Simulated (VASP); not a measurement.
Set up this calculation in VASP 6.6.1, as the native input.

```yaml
Task: single point
Functional: PBEsol
Potentials_or_basis: VASP PAW PBE potentials, release 64 (Cu)
Cutoff: 600 eV
k_mesh: 7 × 7 × 7
Occupations: fermi-dirac, width 0.05 eV
Spin: no spin polarisation
Dipole_correction: no
Further_INCAR_settings: ALGO = Normal; EDIFF = 1e-06; NBANDS = 12
```

The structure of Cu lies in POSCAR:

```
Cu
1.0
    3.2560000000      0.0000000000      0.0000000000
    0.0000000000      3.2560000000      0.0000000000
    0.0000000000      0.0000000000      3.2560000000
Cu
1
Direct
    0.0000000000      0.0000000000      0.0000000000
```

These files were run (other wordings do the same):

INCAR

```
  PREC = Accurate
  ENCUT = 600
  EDIFF = 1E-6
  ISMEAR = -1
  SIGMA = 0.05
  LREAL = F
  LASPH = T
  NELM = 120
  ALGO = Normal
  ISIF = 2
  LWAVE = F
  LCHARG = F
  GGA = PS
  NBANDS = 12
  GGA_COMPAT = F
```

KPOINTS

```
Automatic mesh
0
Gamma
  7 7 7
```

Potentials or basis: VASP PAW PBE potentials, release 64 (Cu).

Launch:

```console
$ cat potpaw_PBE.64/Cu/POTCAR > POTCAR
$ mpirun -np 1 vasp_std > vasp.out
```

It gave:

* Pressure: -10.1 GPa

Caveat: the PAW data sets were made with another functional, which shifts forces and pressure a little.

Wall time 7.4 s on 1 thread of Intel(R) Xeon(R) Platinum 8375C CPU @ 2.90GHz (Ice Lake), on a shared host, peak memory 0.15 GiB.
